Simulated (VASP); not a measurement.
## CsBr: electric field gradients with PBE

CsBr:

```xyz
2
Lattice="4.1763 0.0000 0.0000 0.0000 4.1763 0.0000 0.0000 0.0000 4.1763" Properties=species:S:1:pos:R:3 pbc="T T T"
Cs    0.0000    0.0000    0.0000
Br    2.0882    2.0882    2.0882
```

This cell differs from its parent crystal: volume scaled by 0.9.

| Item | Value |
| --- | --- |
| Program | VASP 6.6.1 |
| Task | electric field gradients |
| Functional | PBE |
| Potentials or basis | VASP PAW PBE potentials, release 64 (Cs_sv, Br) |
| Cutoff | 400 eV |
| k mesh | 7 × 7 × 7 |
| Occupations | fermi-dirac, width 0.03 eV |
| Spin | no spin polarisation |
| Dipole correction | no |
| Further INCAR settings | ALGO = Normal; EDIFF = 1e-08; NBANDS = 15 |

```json
{"Pressure": "2.7 GPa", "Band gap on the k mesh": "4.80 eV, direct"}
```

Levels at points of the mesh, in eV from the valence-band top:
```
           k point  band 5  band 6  band 7  band 8  band 9  band 10  band 11  band 12
(0.00, 0.00, 0.00)   -6.26    0.00    0.00    0.00    4.80     4.80     4.82     9.35
```

It took 33 s on 1 thread of AMD EPYC 7R13, with other jobs on the host, peak memory 0.13 GiB.

Caveat: without QUAD_EFG the Cq values of the log hold for a quadrupole moment of 1 mb, not for the nuclei; spin-orbit coupling is left out, which moves the levels of the heavy elements. A k mesh can miss the band edges.
